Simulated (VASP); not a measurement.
# Si2Mo (I4/mmm) in VASP: further runs

The runs below take Si2Mo through electric field gradients, with PBEsol.

Everything below comes from runs of VASP 6.6.1. Logs are shortened: lines on timing, memory, paths and dates and some standing lists are left out, and cuts for length are marked.

### 1 The cell of the first run

The structure is tetragonal, space group I4/mmm (No. 139). Conventional cell: a = 3.200 Å, b = 3.200 Å, c = 7.940 Å, α = 90.00°, β = 90.00°, γ = 90.00°. Si (site symmetry 4mm) has 9 Si at 2.62 to 3.20 Å and 5 Mo at 2.62 to 2.64 Å within 3.5 Å. Within 3.5 Å of Mo (site symmetry 4/mmm) lie 10 Si at 2.62 to 2.64 Å and 4 Mo at 3.20 Å.

### 2 Electric field gradients, PBEsol (zz strain of +1 %)

INCAR

```
SYSTEM = Si2Mo
  PREC = Accurate
  ENCUT = 520
  EDIFF = 1E-8
  ISMEAR = -1
  SIGMA = 0.08
  LREAL = .FALSE.
  LASPH = .TRUE.
  NELM = 60
  ALGO = Normal
  ISIF = 2
  LWAVE = .FALSE.
  LCHARG = .FALSE.
  GGA = PS
  LEFG = .TRUE.
  NBANDS = 18
```

KPOINTS

```
regular mesh
0
G
  16 16 16
  0 0 0
```

POSCAR

```
Si2Mo
1.0
   -1.6000000000      1.6000000000      3.9698050000
    1.6000000000     -1.6000000000      3.9698050000
    1.6000000000      1.6000000000     -3.9698050000
Si Mo
2 1
Direct
    0.3330000000      0.3330000000      0.0000000000
    0.6670000000      0.6670000000      0.0000000000
    0.0000000000      0.0000000000      0.0000000000
```

Potentials or basis: VASP PAW PBE potentials, release 64 (Si, Mo_sv).

On the command line:

```console
$ cat potpaw_PBE.64/Si/POTCAR potpaw_PBE.64/Mo_sv/POTCAR > POTCAR
$ mpirun -np 1 vasp_std > vasp.out
```

OUTCAR:

```text
SYSTEM = Si2Mo
   PREC = Accurate
   ENCUT = 520
   EDIFF = 1E-8
   ISMEAR = -1
   LREAL = .FALSE.
   LASPH = .TRUE.
   NELM = 60
   ISIF = 2
   GGA = PS

 ion  position               nearest neighbor table
   1  0.333  0.333  0.000-   2 2.62   2 2.62   2 2.62   2 2.62   3 2.62   3 2.62   3 2.62   3 2.62
                             3 2.64   2 2.65
   2  0.667  0.667  0.000-   1 2.62   1 2.62   1 2.62   1 2.62   3 2.62   3 2.62   3 2.62   3 2.62
                             3 2.64   1 2.65
   3  0.000  0.000  0.000-   2 2.62   2 2.62   2 2.62   1 2.62   2 2.62   1 2.62   1 2.62   1 2.62
                             1 2.64   2 2.64

  LATTYP: Found a body centered tetragonal cell.
 ALAT       =     3.2000000000
 C/A-ratio  =     2.4811281250

  Lattice vectors:

 A1 = (  -1.6000000000,   1.6000000000,   3.9698050000)
 A2 = (   1.6000000000,  -1.6000000000,   3.9698050000)
 A3 = (   1.6000000000,   1.6000000000,  -3.9698050000)

Analysis of symmetry for initial positions (statically):
=====================================================================
 Subroutine PRICEL returns:
 Original cell was already a primitive cell.

 Routine SETGRP: Setting up the symmetry group for a
 body centered tetragonal supercell.

 Subroutine GETGRP returns: Found 16 space group operations
 (whereof 16 operations were pure point group operations)
 out of a pool of 16 trial point group operations.

The static configuration has the point symmetry D_4h.

Analysis of symmetry for dynamics (positions and initial velocities):
=====================================================================
 Subroutine PRICEL returns:
 Original cell was already a primitive cell.

 Routine SETGRP: Setting up the symmetry group for a
 body centered tetragonal supercell.

 Subroutine GETGRP returns: Found 16 space group operations
 (whereof 16 operations were pure point group operations)
 out of a pool of 16 trial point group operations.

The dynamic configuration has the point symmetry D_4h.

 Subroutine INISYM returns: Found 16 space group operations
 (whereof 16 operations are pure point group operations),
 and found     1 'primitive' translations

----------------------------------------------------------------------------------------

                                     Primitive cell

  volume of cell :      40.6508
[... 130 lines left out ...]

 Free energy of the ion-electron system (eV)
  ---------------------------------------------------
  ext. energy  EPLUGINS =         0.00000000
  ---------------------------------------------------
  free energy    TOTEN  =       -25.05969965 eV

  energy without entropy =      -25.05295709  energy(sigma->0) =      -25.05632837

 E-fermi :  12.0501     XC(G=0): -12.4648

 val. band max:       12.0339907026   @ k =  -0.4375  -0.4375   0.4375
 cond. band min:      12.0607870904   @ k =  -0.0625   0.0625   0.0000
 fundamental gap:      0.0267963878
 Fermi energy:        12.0500738292

 k-point     1 :       0.0000    0.0000    0.0000
  band No.  band energies     occupation
      1     -48.6100      2.00000
      2     -22.8042      2.00000
      3     -22.6946      2.00000
      4     -22.6946      2.00000
      5      -1.3463      2.00000
      6       5.7335      2.00000
[... 481 lines left out ...]
      5      -1.2254      2.00000
      6       5.8437      2.00000
[... 10 lines left out ...]
     17      17.2633      0.00000
     18      17.5728      0.00000

 [... further k-points ...]
[... 5 lines left out ...]
  --------------------------------------------------------------------------------------
  -------------------------------------------------------------------------------------
  Total       -0.7248308     -0.7248308     -2.0360083      0.0000000      0.0000000      0.0000000
  in kB      -28.5678865    -28.5678865    -80.2455581      0.0000000      0.0000000      0.0000000
  external PRESSURE =     -45.7937770 kB  Pullay stress =       0.0000000 kB

 VOLUME and BASIS-vectors are now :
 -----------------------------------------------------------------------------
  energy-cutoff  :      520.00
  volume of cell :       40.65
      direct lattice vectors                 reciprocal lattice vectors
    -1.600000000  1.600000000  3.969805000     0.000000000  0.312500000  0.125950771
     1.600000000 -1.600000000  3.969805000     0.312500000  0.000000000  0.125950771
     1.600000000  1.600000000 -3.969805000     0.312500000  0.312500000  0.000000000

 POSITION                                       TOTAL-FORCE (eV/Angst)
 -----------------------------------------------------------------------------------
      0.00000      0.00000      2.64389        -0.000000     -0.000000      0.341604
      0.00000      0.00000      5.29572         0.000000      0.000000     -0.341604
      0.00000      0.00000      0.00000        -0.000000     -0.000000      0.000000
 -----------------------------------------------------------------------------------
    total drift:                                0.000000      0.000000     -0.000000

  FREE ENERGIE OF THE ION-ELECTRON SYSTEM (eV)
  ---------------------------------------------------
  free  energy   TOTEN  =       -25.0596996489 eV

  energy  without entropy=      -25.0529570915  energy(sigma->0) =      -25.05632837

 Electric field gradients (V/A^2)
---------------------------------------------------------------------
 ion       V_xx      V_yy      V_zz      V_xy      V_xz      V_yz
---------------------------------------------------------------------
   1       4.927     4.927    -9.853    -0.000    -0.000    -0.000
   2       4.927     4.927    -9.853    -0.000    -0.000    -0.000
   3      23.167    23.167   -46.333     0.001     0.000     0.000
---------------------------------------------------------------------

 Electric field gradients after diagonalization (V/A^2)
 (convention: |V_zz| > |V_xx| > |V_yy|)
----------------------------------------------------------------------
 ion       V_xx      V_yy      V_zz     asymmetry (V_yy - V_xx)/ V_zz
----------------------------------------------------------------------
   1       4.927     4.926    -9.853       0.000
   2       4.927     4.926    -9.853       0.000
   3      23.167    23.166   -46.333       0.000
----------------------------------------------------------------------

           NMR quadrupolar parameters

 Cq : quadrupolar parameter    Cq=e*Q*V_zz/h
 eta: asymmetry parameters     (V_yy - V_xx)/ V_zz
 Q  : nuclear electric quadrupole moment in mb (millibarn)
----------------------------------------------------------------------
 ion       Cq(MHz)       eta       Q (mb)
----------------------------------------------------------------------
   1      -0.024       0.000       1.000
   2      -0.024       0.000       1.000
   3      -0.112       0.000       1.000
----------------------------------------------------------------------
```

OSZICAR:

```text
N       E                     dE             d eps       ncg     rms          rms(c)
DAV:   1     0.117212541744E+03    0.11721E+03   -0.11212E+04 12564   0.116E+03
DAV:   2    -0.229536668349E+02   -0.14017E+03   -0.13724E+03 15086   0.297E+02
DAV:   3    -0.260365505766E+02   -0.30829E+01   -0.30473E+01 15580   0.388E+01
DAV:   4    -0.260540415687E+02   -0.17491E-01   -0.17476E-01 14786   0.319E+00
DAV:   5    -0.260541563376E+02   -0.11477E-03   -0.11476E-03 14720   0.273E-01    0.218E+01
DAV:   6    -0.252543442666E+02    0.79981E+00   -0.61771E+00 13238   0.160E+01    0.464E+00
DAV:   7    -0.251044174742E+02    0.14993E+00   -0.10105E+00 13086   0.592E+00    0.451E+00
DAV:   8    -0.250610444181E+02    0.43373E-01   -0.11676E-01 13586   0.244E+00    0.462E-01
DAV:   9    -0.250598360814E+02    0.12083E-02   -0.23035E-03 15130   0.366E-01    0.252E-01
DAV:  10    -0.250597187964E+02    0.11728E-03   -0.57644E-04 13932   0.203E-01    0.618E-02
DAV:  11    -0.250597039846E+02    0.14812E-04   -0.19776E-04 13684   0.104E-01    0.449E-02
DAV:  12    -0.250597001584E+02    0.38263E-05   -0.26046E-05 13370   0.365E-02    0.852E-03
DAV:  13    -0.250596998255E+02    0.33281E-06   -0.87943E-07 13826   0.799E-03    0.236E-03
DAV:  14    -0.250596996628E+02    0.16272E-06   -0.62991E-08 12552   0.153E-03    0.663E-04
DAV:  15    -0.250596996404E+02    0.22434E-07   -0.32086E-09  7100   0.411E-04    0.932E-04
DAV:  16    -0.250596996489E+02   -0.85356E-08   -0.51057E-10  6908   0.159E-04
   1 F= -.25059700E+02 E0= -.25056328E+02  d E =-.674256E-02
```

Wall time 4.3 min (1 thread of Intel Xeon Platinum 8488C (Sapphire Rapids), shared host); peak memory 0.38 GiB.

Results:

```yaml
Free_energy: -25.0597 eV
Pressure: -4.6 GPa
Largest_force: 0.342 eV/Å
Band_gap_on_the_k_mesh: zero (band 11 reaches 12.59 eV, above the bottom of band 12 at 11.59 eV)
```

Forces on the atoms (eV/Å):
```
Si   0.000  0.000  0.342
Si   0.000  0.000 -0.342
Mo   0.000  0.000  0.000
```

Levels at points of the mesh, in eV from the Fermi level:
```tsv
k point	band 8	band 9	band 10	band 11	band 12	band 13	band 14	band 15
(0.00, 0.00, 0.00)	-3.03	-2.59	-2.59	0.45	3.07	3.11	3.67	3.67
(0.50, 0.00, 0.00)	-4.46	-2.62	-2.44	-0.49	2.25	3.06	3.90	4.12
(0.50, 0.50, 0.00)	-5.27	-4.46	-3.10	-1.13	2.31	2.64	2.88	3.11
(0.50, 0.50, 0.50)	-2.28	-0.59	-0.59	-0.46	-0.46	0.58	4.40	4.99
```

Electric field gradients, principal values (V/Å²):
| atom | least | middle | greatest (by size) |
| --- | --- | --- | --- |
| 1 Si | 4.926 | 4.927 | -9.853 |
| 2 Si | 4.926 | 4.927 | -9.853 |
| 3 Mo | 23.166 | 23.167 | -46.333 |

Caveat: the cell differs from its parent crystal (zz strain of +1 %); without QUAD_EFG the Cq values of the log hold for a quadrupole moment of 1 mb, not for the nuclei; the PAW data sets were made with another functional, which shifts forces and pressure a little.

### 3 Electric field gradients, PBEsol (zz strain of +1 %)

INCAR

```
PREC = Accurate ; ENCUT = 520
EDIFF = 1E-8 ; ISMEAR = -1
SIGMA = 0.08 ; LREAL = F
LASPH = T ; NELM = 60
ALGO = Normal ; ISIF = 2
LWAVE = F ; LCHARG = F
GGA = PS ; LEFG = T
NBANDS = 18
```

KPOINTS

```
regular mesh
0
Gamma
  16 16 16
```

POSCAR is that of step 2.

Potentials or basis: VASP PAW PBE potentials, release 64 (Si, Mo_sv).

On the command line:

```console
$ cat potpaw_PBE.64/Si/POTCAR potpaw_PBE.64/Mo_sv/POTCAR > POTCAR
$ mpirun -np 1 vasp_std > vasp.out
```

OUTCAR:

```text
PREC = Accurate
   ENCUT = 520
   EDIFF = 1E-8
   ISMEAR = -1
   LREAL = F
   LASPH = T
   NELM = 60
   ISIF = 2
   GGA = PS

 ion  position               nearest neighbor table
   1  0.333  0.333  0.000-   2 2.62   2 2.62   2 2.62   2 2.62   3 2.62   3 2.62   3 2.62   3 2.62
                             3 2.64   2 2.65
   2  0.667  0.667  0.000-   1 2.62   1 2.62   1 2.62   1 2.62   3 2.62   3 2.62   3 2.62   3 2.62
                             3 2.64   1 2.65
   3  0.000  0.000  0.000-   2 2.62   2 2.62   2 2.62   1 2.62   2 2.62   1 2.62   1 2.62   1 2.62
                             1 2.64   2 2.64

  LATTYP: Found a body centered tetragonal cell.
 ALAT       =     3.2000000000
 C/A-ratio  =     2.4811281250

  Lattice vectors:

 A1 = (  -1.6000000000,   1.6000000000,   3.9698050000)
 A2 = (   1.6000000000,  -1.6000000000,   3.9698050000)
 A3 = (   1.6000000000,   1.6000000000,  -3.9698050000)

Analysis of symmetry for initial positions (statically):
=====================================================================
 Subroutine PRICEL returns:
 Original cell was already a primitive cell.

[... 704 lines left out ...]
 -----------------------------------------------------------------------------------
      0.00000      0.00000      2.64389        -0.000000     -0.000000      0.341604
      0.00000      0.00000      5.29572         0.000000      0.000000     -0.341604
      0.00000      0.00000      0.00000        -0.000000     -0.000000      0.000000
 -----------------------------------------------------------------------------------
    total drift:                                0.000000      0.000000     -0.000000

  FREE ENERGIE OF THE ION-ELECTRON SYSTEM (eV)
  ---------------------------------------------------
  free  energy   TOTEN  =       -25.0596996489 eV

  energy  without entropy=      -25.0529570915  energy(sigma->0) =      -25.05632837

 Electric field gradients (V/A^2)
---------------------------------------------------------------------
 ion       V_xx      V_yy      V_zz      V_xy      V_xz      V_yz
---------------------------------------------------------------------
   1       4.927     4.927    -9.853    -0.000    -0.000    -0.000
   2       4.927     4.927    -9.853    -0.000    -0.000    -0.000
   3      23.167    23.167   -46.333     0.001     0.000     0.000
---------------------------------------------------------------------

 Electric field gradients after diagonalization (V/A^2)
 (convention: |V_zz| > |V_xx| > |V_yy|)
----------------------------------------------------------------------
 ion       V_xx      V_yy      V_zz     asymmetry (V_yy - V_xx)/ V_zz
----------------------------------------------------------------------
   1       4.927     4.926    -9.853       0.000
   2       4.927     4.926    -9.853       0.000
   3      23.167    23.166   -46.333       0.000
----------------------------------------------------------------------

           NMR quadrupolar parameters

 Cq : quadrupolar parameter    Cq=e*Q*V_zz/h
 eta: asymmetry parameters     (V_yy - V_xx)/ V_zz
 Q  : nuclear electric quadrupole moment in mb (millibarn)
----------------------------------------------------------------------
 ion       Cq(MHz)       eta       Q (mb)
----------------------------------------------------------------------
   1      -0.024       0.000       1.000
   2      -0.024       0.000       1.000
   3      -0.112       0.000       1.000
----------------------------------------------------------------------
```

stdout:

```text
POSCAR found type information on POSCAR SiMo
 POSCAR found :  2 types and       3 ions
 scaLAPACK will be used
 -----------------------------------------------------------------------------
|                                                                             |
|                                                                             |
|     You enforced a specific xc type in the INCAR file but a different       |
|     I HOPE YOU KNOW WHAT YOU ARE DOING!                                     |
|                                                                             |
 -----------------------------------------------------------------------------

 LDA part: xc-table for (Slater+PW92), standard interpolation
 POSCAR, INCAR and KPOINTS ok, starting setup
 FFT: planning ... GRIDC
 FFT: planning ... GRID_SOFT
 FFT: planning ... GRID
 WAVECAR not read
 entering main loop
ion   1

ion   2

ion   3
```

Run time: 4.4 min. Hardware: 1 thread of Intel Xeon Platinum 8488C (Sapphire Rapids), shared host; peak memory 0.38 GiB.

Results:

```
Free energy            : -25.0597 eV
Pressure               : -4.6 GPa
Largest force          : 0.342 eV/Å
Band gap on the k mesh : zero (band 11 reaches 12.59 eV, above the bottom of band 12 at 11.59 eV)
```

Forces in eV/Å, atoms in the order of the input:
```
Si   0.000  0.000  0.342
Si   0.000  0.000 -0.342
Mo   0.000  0.000  0.000
```

Levels at points of the mesh, in eV from the Fermi level:
```
           k point  band 7  band 8  band 9  band 10  band 11  band 12  band 13  band 14  band 15  band 16
(0.00, 0.00, 0.00)   -3.60   -3.03   -2.59    -2.59     0.45     3.07     3.11     3.67     3.67     3.95
(0.50, 0.00, 0.00)   -4.93   -4.46   -2.62    -2.44    -0.49     2.25     3.06     3.90     4.12     5.50
(0.50, 0.50, 0.00)   -5.66   -5.27   -4.46    -3.10    -1.13     2.31     2.64     2.88     3.11     4.75
(0.50, 0.50, 0.50)   -3.49   -2.28   -0.59    -0.59    -0.46    -0.46     0.58     4.40     4.99     5.82
```

Electric field gradients, principal values (V/Å²):
| atom | least | middle | greatest (by size) |
| --- | --- | --- | --- |
| 1 Si | 4.926 | 4.927 | -9.853 |
| 2 Si | 4.926 | 4.927 | -9.853 |
| 3 Mo | 23.166 | 23.167 | -46.333 |

Caveat: the cell differs from its parent crystal (zz strain of +1 %); without QUAD_EFG the Cq values of the log hold for a quadrupole moment of 1 mb, not for the nuclei; the PAW data sets were made with another functional, which shifts forces and pressure a little.

(Continued in part 2 of 3.)
